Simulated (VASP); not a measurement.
**InP: single point with r2SCAN**

Crystal: InP.

```
CELL_PARAMETERS angstrom
0.00000 2.86517 3.04736
2.86517 0.00000 3.04736
2.86517 2.86517 0.00000
ATOMIC_POSITIONS crystal
In 0.00000 0.00000 0.00000
P 0.25000 0.25000 0.25000
```

This cell differs from its parent crystal: epitaxial xy strain -3.0%.

```json
{"Program": "VASP 6.6.1", "Task": "single point", "Functional": "r2SCAN", "Potentials or basis": "VASP PAW PBE potentials, release 64 (In_d, P)", "Cutoff": "520 eV", "k mesh": "8 × 8 × 8", "Occupations": "gaussian, width 0.01 eV", "Spin": "no spin polarisation", "Dipole correction": "no", "Further INCAR settings": "ALGO = Normal; EDIFF = 1e-06; NBANDS = 16"}
```

```json
{
  "Pressure": "1.9 GPa",
  "Band gap on the k mesh": "1.07 eV, direct"
}
```

Stress tensor (GPa, compression positive):
```
 2.96  0.00  0.00
 0.00  2.96  0.00
 0.00  0.00 -0.13
```

Levels at points of the mesh, in eV from the valence-band top:
```
           k point  band 5  band 6  band 7  band 8  band 9  band 10  band 11  band 12  band 13  band 14
(0.00, 0.00, 0.00)  -14.60  -12.14   -0.34    0.00    0.00     1.07     4.32     4.32     4.43     8.90
(0.50, 0.00, 0.00)  -14.57  -10.32   -6.02   -1.34   -0.90     1.70     4.92     5.28     7.49     9.95
(0.50, 0.50, 0.00)  -14.57   -9.79   -6.27   -2.29   -2.29     2.15     2.84     9.37    10.28    10.28
(0.50, 0.00, 0.50)  -14.55   -9.56   -5.87   -2.66   -2.63     1.77     2.25     9.87     9.97    10.14
```

Wall time 53 s on 1 thread of Intel(R) Xeon(R) 6975P-C (Granite Rapids), on a shared host, peak memory 0.2 GiB.

Caveat: the cell differs from its parent crystal (epitaxial xy strain -3.0%); the PAW data sets were made with another functional, which shifts forces and pressure a little; spin-orbit coupling is left out, which moves the levels of the heavy elements.
